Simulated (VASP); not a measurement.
# Mo (P6_3/mmc) in VASP: notebook

The runs below take Mo through relaxation of cell and atoms, with PBE.

Program: VASP 6.6.1. These are calculated values, not measurements. Logs are shortened: lines on timing, memory, paths and dates and some standing lists are left out, and cuts for length are marked.

### Step 1. The cell of the first run

It takes space group P6_3/mmc (No. 194, hexagonal). The conventional cell has a = 2.675 Å, b = 2.675 Å, c = 4.674 Å, α = 90.00°, β = 90.00°, γ = 120.00°. Within 3.5 Å of Mo (site symmetry -6m2) lie 12 Mo at 2.67 to 2.80 Å.

This isn't the form of Mo at room conditions, which is bcc.

### Step 2. Relaxation of cell and atoms, PBE, target pressure 31 GPa, at which the enthalpy is minimised

INCAR reads:

```
ALGO     = Normal         # electronic algorithm
EDIFF    = 1E-7           # SCF threshold, eV
EDIFFG   = -0.005         # ionic threshold
ENCUT    = 600            # plane-wave cutoff, eV
GGA      = PE             # functional
IBRION   = 2              # ionic algorithm
ISIF     = 3              # what is computed and relaxed
ISMEAR   = -1             # smearing method
LASPH    = T              # aspherical terms in the spheres
LCHARG   = F              # write CHGCAR
LREAL    = F              # projectors in reciprocal space
LWAVE    = F              # write WAVECAR
NELM     = 80             # most SCF steps
NSW      = 32             # ionic steps
PREC     = Accurate       # precision mode
PSTRESS  = 310.0        
SIGMA    = 0.05           # smearing width, eV
```

KPOINTS reads:

```
k-points
0
Gamma
  16 16 9
```

POSCAR reads:

```
Mo
1.0
    2.6745380146      0.0000000000      0.0000000000
   -1.3372690073      2.3162178640      0.0000000000
    0.0000000000      0.0000000000      4.6743067998
Mo
2
Direct
    0.3333333333      0.6666666667      0.2500000000
    0.6666666667      0.3333333333      0.7500000000
```

Potentials or basis: VASP PAW PBE potentials, release 64 (Mo_sv).

On the command line:

```console
cat potpaw_PBE.64/Mo_sv/POTCAR > POTCAR
mpirun -np 1 vasp_std > vasp.out
```

OUTCAR:

```text
EDIFF = 1E-7
   EDIFFG = -0.005
   ENCUT = 600
   GGA = PE
   IBRION = 2
   ISIF = 3
   ISMEAR = -1
   LASPH = T
   LREAL = F
   NELM = 80
   NSW = 32
   PREC = Accurate
   PSTRESS = 310.0

 ion  position               nearest neighbor table
   1  0.333  0.667  0.250-   2 2.80   2 2.80   2 2.80   2 2.80   2 2.80   2 2.80
   2  0.667  0.333  0.750-   1 2.80   1 2.80   1 2.80   1 2.80   1 2.80   1 2.80

  LATTYP: Found a hexagonal cell.
 ALAT       =     2.6745380146
 C/A-ratio  =     1.7477062484

  Lattice vectors:

 A1 = (   2.6745380146,   0.0000000000,   0.0000000000)
 A2 = (  -1.3372690073,   2.3162178640,   0.0000000000)
 A3 = (   0.0000000000,   0.0000000000,   4.6743067998)

Analysis of symmetry for initial positions (statically):
=====================================================================
 Subroutine PRICEL returns:
 Original cell was already a primitive cell.

 Routine SETGRP: Setting up the symmetry group for a
 hexagonal supercell.

 Subroutine GETGRP returns: Found 24 space group operations
 (whereof 12 operations were pure point group operations)
 out of a pool of 24 trial point group operations.

The static configuration has the point symmetry D_3d.
 The point group associated with its full space group is D_6h.

Analysis of symmetry for dynamics (positions and initial velocities):
=====================================================================
 Subroutine PRICEL returns:
 Original cell was already a primitive cell.

 Routine SETGRP: Setting up the symmetry group for a
 hexagonal supercell.

 Subroutine GETGRP returns: Found 24 space group operations
 (whereof 12 operations were pure point group operations)
 out of a pool of 24 trial point group operations.

The dynamic configuration has the point symmetry D_3d.
 The point group associated with its full space group is D_6h.

 Subroutine INISYM returns: Found 24 space group operations
 (whereof 12 operations are pure point group operations),
 and found     1 'primitive' translations

----------------------------------------------------------------------------------------

                                     Primitive cell

  volume of cell :      28.9565

  direct lattice vectors                    reciprocal lattice vectors
     2.674538015  0.000000000  0.000000000     0.373896349  0.215869158  0.000000000
    -1.337269007  2.316217864  0.000000000     0.000000000  0.431738316  0.000000000
     0.000000000  0.000000000  4.674306800     0.000000000  0.000000000  0.213935465

  length of vectors
     2.674538015  2.674538015  4.674306800     0.431738316  0.431738316  0.213935465

  position of ions in fractional coordinates (direct lattice)
     0.333333333  0.666666667  0.250000000
     0.666666667  0.333333333  0.750000000

  ion indices of the primitive-cell ions
   primitive index   ion index
                 1           1
                 2           2

----------------------------------------------------------------------------------------

 KPOINTS: k-points

Automatic generation of k-mesh.
 Grid dimensions read from file:
 generate k-points for:   16   16    9

 Generating k-lattice:

  Cartesian coordinates                     Fractional coordinates (reciprocal lattice)
     0.023368522  0.013491822  0.000000000     0.062500000 -0.000000000  0.000000000
     0.000000000  0.026983645  0.000000000     0.000000000  0.062500000  0.000000000
     0.000000000  0.000000000  0.023770607     0.000000000  0.000000000  0.111111111

  Length of vectors
     0.026983645  0.026983645  0.023770607

  Shift w.r.t. Gamma in fractional coordinates (k-lattice)
     0.000000000  0.000000000  0.000000000

 Subroutine IBZKPT returns following result:
 ===========================================

 Found    150 irreducible k-points:

 Following reciprocal coordinates:
            Coordinates               Weight
  0.000000  0.000000  0.000000      1.000000
  0.062500  0.000000  0.000000      6.000000
  0.125000  0.000000  0.000000      6.000000
  0.187500  0.000000  0.000000      6.000000
  0.250000  0.000000  0.000000      6.000000
  0.312500  0.000000  0.000000      6.000000
[... 16 lines left out ...]
  0.187500  0.187500  0.000000      6.000000
  0.250000  0.187500  0.000000     12.000000
 [... further k-points ...]
   k-points           NKPTS =    150   k-points in BZ     NKDIM =    150   number of bands    NBANDS=     18
   number of dos      NEDOS =    301   number of ions     NIONS =      2
   total plane-waves  NPLWV =  23040
   dimension x,y,z NGX =    24 NGY =   24 NGZ =   40
   dimension x,y,z NGXF=    48 NGYF=   48 NGZF=   80
   ions per type =               2
   NGX,Y,Z   is equivalent  to a cutoff of  14.92, 14.92, 14.23 a.u.
   NGXF,Y,Z  is equivalent  to a cutoff of  29.84, 29.84, 28.45 a.u.
 SYSTEM =  unknown system
   PREC   = accura    normal or accurate (medium, high low for compatibility)
   ISTART =      0    job   : 0-new  1-cont  2-samecut
   ICHARG =      2    charge: 1-file 2-atom 10-const
   ISPIN  =      1    spin polarized calculation?
   LNONCOLLINEAR =      F non collinear calculations
   LSORBIT =      F    spin-orbit coupling
   LASPH  =      T    aspherical Exc in radial PAW
   ENCUT  =  600.0 eV  44.10 Ry    6.64 a.u.   5.34  5.34  9.34*2*pi/ulx,y,z
   NELM   =     80;   NELMIN=  2; NELMDL= -5     # of ELM steps
   EDIFF  = 0.1E-06   stopping-criterion for ELM
   LREAL  =      F    real-space projection
   EDIFFG = -.5E-02   stopping-criterion for IOM
   NSW    =     32    number of steps for IOM
   IBRION =      2    ionic relax: 0-MD 1-quasi-New 2-CG
   NFREE  =      1    steps in history (QN), initial steepest desc. (CG)
   ISIF   =      3    stress and relaxation
   ISYM   =      2    0-nonsym 1-usesym 2-fastsym
   POTIM  = 0.5000    time-step for ionic-motion
   TEBEG  =    0.0;   TEEND  =   0.0 temperature during run
   PSTRESS=  310.0 pullay stress
   NELECT =      28.0000    total number of electrons
   NUPDOWN=      -1.0000    fix difference up-down
   EMIN   =  10.00;   EMAX   =-10.00  energy-range for DOS
   EFERMI =   0.00;   METHOD = LEGACY
   ISMEAR =    -1;   SIGMA  =   0.05  broadening in eV -4-tet -1-fermi 0-gaus
   EFERMI_NEDOS =   21; number of points for ismear=-14 and -15
   IALGO  =     38    algorithm
   IMIX   =      4    mixing-type and parameters
     AMIX     =   0.40;   BMIX     =  1.00
     AMIX_MAG =   1.60;   BMIX_MAG =  1.00
  volume/ion in A,a.u.               =      14.48        97.70
  Fermi-wavevector in a.u.,A,eV,Ry     =   1.618871  3.059224 35.657399  2.620745
  Thomas-Fermi vector in A             =   2.713064
   LORBIT       =      0    0 simple, 1 ext, 2 COOP (PROOUT), +10 PAW based schemes
   GGA     = PE    functional components
   LHFCALC =     F    Hartree Fock is set to
   AEXX    =    0.0000 exact exchange contribution
   IVDW    =     0    specifies the selected vdW correction
   LEPSILON=     F    determine dielectric tensor
   LRPA    =     F    only Hartree local field effects (RPA)
 conjugate gradient relaxation of ions
 non-spin polarized calculation
  energy-cutoff  :      600.00
  volume of cell :       28.96
 maximum number of plane-waves:       991
 NGX is ok and might be reduce to    24
   NGX = 11   NGY = 11   NGZ = 19

--------------------------------------- Ionic step        1  -------------------------------------------

 number of electron      28.0000002 magnetization

 Free energy of the ion-electron system (eV)
  ---------------------------------------------------
  ext. energy  EPLUGINS =         0.00000000
  ---------------------------------------------------
  free energy    TOTEN  =       -20.70917513 eV

  energy without entropy =      -20.68988535  energy(sigma->0) =      -20.69953024

------------------------ aborting loop because EDIFF is reached ----------------------------------------

  FORCE on cell =-STRESS in cart. coord.  units (eV):
  Direction    XX          YY          ZZ          XY          YZ          ZX
  --------------------------------------------------------------------------------------
  -------------------------------------------------------------------------------------
  Total        5.7223766      5.7223766      5.6947870     -0.0000000      0.0000000     -0.0000000
  in kB      316.6223896    316.6223896    315.0958410     -0.0000000      0.0000000     -0.0000000
  external PRESSURE =       6.1135400 kB  Pullay stress =     310.0000000 kB
[... 61 lines left out ...]
  enthalpy is  TOTEN    =       -15.1052788647 eV   P V=        5.6476043130

--------------------------------------- Ionic step        3  -------------------------------------------

 number of electron      28.0000002 magnetization

 Free energy of the ion-electron system (eV)
  ---------------------------------------------------
  ext. energy  EPLUGINS =         0.00000000
  ---------------------------------------------------
  free energy    TOTEN  =       -20.71877318 eV

  energy without entropy =      -20.69943776  energy(sigma->0) =      -20.70910547

 E-fermi :  13.5136     XC(G=0): -13.7948

 val. band max:       13.5083309611   @ k =   0.5000   0.0000   0.2222
 cond. band min:      13.5178198239   @ k =   0.3750   0.1875   0.2222
 fundamental gap:      0.0094888629
 Fermi energy:        13.5136374035

 k-point     1 :       0.0000    0.0000    0.0000
  band No.  band energies     occupation
      1     -47.3255      2.00000
      2     -47.0675      2.00000
      3     -22.1098      2.00000
      4     -20.5764      2.00000
      5     -20.4764      2.00000
      6     -20.4764      2.00000
[... 10 lines left out ...]
     17      14.9862      0.00000
     18      14.9862      0.00000
[... 466 lines left out ...]
      2     -46.8836      2.00000
      3     -21.7383      2.00000
      4     -21.6450      2.00000
      5     -21.4768      2.00000
      6     -21.0262      2.00000
[... 10 lines left out ...]
     17      17.1095      0.00000
     18      17.4699      0.00000

 [... further k-points ...]

------------------------ aborting loop because EDIFF is reached ----------------------------------------

  FORCE on cell =-STRESS in cart. coord.  units (eV):
  Direction    XX          YY          ZZ          XY          YZ          ZX
  --------------------------------------------------------------------------------------
  -------------------------------------------------------------------------------------
  Total        5.6144601      5.6144601      5.6077756      0.0000000      0.0000000      0.0000000
  in kB      310.1252414    310.1252414    309.7560137      0.0000000      0.0000000      0.0000000
  external PRESSURE =       0.0021655 kB  Pullay stress =     310.0000000 kB
[... 17 lines left out ...]
  FREE ENERGIE OF THE ION-ELECTRON SYSTEM (eV)
  ---------------------------------------------------
  free  energy   TOTEN  =       -20.7187731817 eV

  energy  without entropy=      -20.6994377588  energy(sigma->0) =      -20.70910547

  enthalpy is  TOTEN    =       -15.1065804627 eV   P V=        5.6121927189

 reached required accuracy - stopping structural energy minimisation
```

It took 63 s on 1 thread of Intel Xeon 6975P-C (Granite Rapids), shared host; peak memory 0.22 GiB.

What came out:

- Free energy: -20.7188 eV
- Relaxed volume: 14.50 Å³/atom
- Relaxed cell: a = 2.676 Å, b = 2.676 Å, c = 4.677 Å, α = 90.00°, β = 90.00°, γ = 120.00°
- Space group after relaxing (to 0.1 Å): P6_3/mmc (No. 194)
- Energy change on relaxing (the run minimises the enthalpy): -4.8 meV/atom
- Ionic steps: 3
- Pressure after relaxing: 31.0 GPa
- Band gap on the k mesh: zero (bands 14 and 15 overlap by 2.29 eV)

The path:
```tsv
step	energy change (eV)	largest force (eV/Å)	pressure (GPa)	volume (Å³)
1	0.0000	0.0000	31.61	28.96
2	-0.0437	0.0000	28.76	29.19
3	-0.0096	0.0000	31.00	29.01
```

Final structure:
```yaml
crystal:
  lattice:
    - [2.67618, 0.00000, 0.00000]
    - [-1.33809, 2.31764, 0.00000]
    - [0.00000, 0.00000, 4.67651]
  atoms:
    - { symbol: Mo, position: [0.33333, 0.66667, 0.25000] }
    - { symbol: Mo, position: [0.66667, 0.33333, 0.75000] }
```

Caveat: the cell is relaxed towards a set pressure, so the run minimises the enthalpy, not the energy.

### Step 3. Relaxation of cell and atoms, PBE, target pressure 31 GPa, at which the enthalpy is minimised

This run uses another cell than the first one, of 14.33 Å³/atom.

INCAR reads:

```
  PREC = Accurate
  ENCUT = 600
  EDIFF = 1E-7
  ISMEAR = -1
  SIGMA = 0.05
  LREAL = F
  LASPH = T
  NELM = 100
  ALGO = Normal
  ISIF = 3
  LWAVE = F
  LCHARG = F
  GGA = PE
  IBRION = 2
  NSW = 60
  EDIFFG = -0.005
  PSTRESS = 310.0
```

KPOINTS reads:

```
Automatic mesh
0
Gamma
  16 16 9
```

POSCAR reads:

```
Mo
1.0
    2.7338639045      0.0000000000      0.0000000000
   -1.3669319522      2.3675955918      0.0000000000
    0.0000000000      0.0000000000      4.4288595253
Mo
2
Direct
    0.3333333333      0.6666666667      0.2500000000
    0.6666666667      0.3333333333      0.7500000000
```

Potentials or basis: VASP PAW PBE potentials, release 64 (Mo_sv).

On the command line:

```console
cat potpaw_PBE.64/Mo_sv/POTCAR > POTCAR
mpirun -np 1 vasp_std > vasp.out
```

It took 4.1 min on 1 thread of Intel Xeon 6975P-C (Granite Rapids), shared host; peak memory 0.22 GiB.

The run converged. Its results:

* Free energy: -20.7185 eV
* Relaxed volume: 14.50 Å³/atom
* Relaxed cell: a = 2.676 Å, b = 2.676 Å, c = 4.676 Å, α = 90.00°, β = 90.00°, γ = 120.00°
* Space group after relaxing (to 0.1 Å): P6_3/mmc (No. 194)
* Energy change on relaxing (the run minimises the enthalpy): -49.4 meV/atom
* Ionic steps: 15
* Pressure after relaxing: 31.0 GPa
* Band gap on the k mesh: zero (bands 14 and 15 overlap by 2.29 eV)

Step by step:
```tsv
step	energy change (eV)	largest force (eV/Å)	pressure (GPa)	volume (Å³)
1	0.0000	0.0000	33.15	28.67
2	-0.1428	0.0000	23.67	29.47
3	-0.0370	0.0000	30.86	28.85
4	-0.0401	0.0000	30.81	28.86
5	-0.0510	0.0000	30.76	28.90
6	-0.0776	0.0000	30.93	28.95
7	-0.0844	0.0000	31.89	29.01
8	-0.0928	0.0000	31.12	28.98
9	-0.0959	0.0000	31.26	28.99
10	-0.0954	0.0000	31.21	28.99
11	-0.0956	0.0000	31.24	28.99
12	-0.1510	0.0000	27.37	29.30
13	-0.1006	0.0000	30.91	29.02
14	-0.0917	0.0000	31.36	28.97
15	-0.0988	0.0000	31.00	29.01
```

Final structure:
```xyz
2
Lattice="2.6763 0.0000 0.0000 -1.3382 2.3178 0.0000 0.0000 0.0000 4.6761" Properties=species:S:1:pos:R:3 pbc="T T T"
Mo    0.0000    1.5452    1.1690
Mo    1.3382    0.7726    3.5071
```

Levels at points of the mesh, in eV from the Fermi level:
```
           k point  band 10  band 11  band 12  band 13  band 14  band 15  band 16  band 17  band 18
(0.00, 0.00, 0.00)    -5.19    -1.83    -0.83    -0.83    -0.21    -0.21     1.10     1.47     1.47
(0.50, 0.00, 0.00)    -4.77    -4.50    -1.22    -0.67    -0.25    -0.12     4.31     4.99     5.31
```

Caveat: the cell is relaxed towards a set pressure, so the run minimises the enthalpy, not the energy.
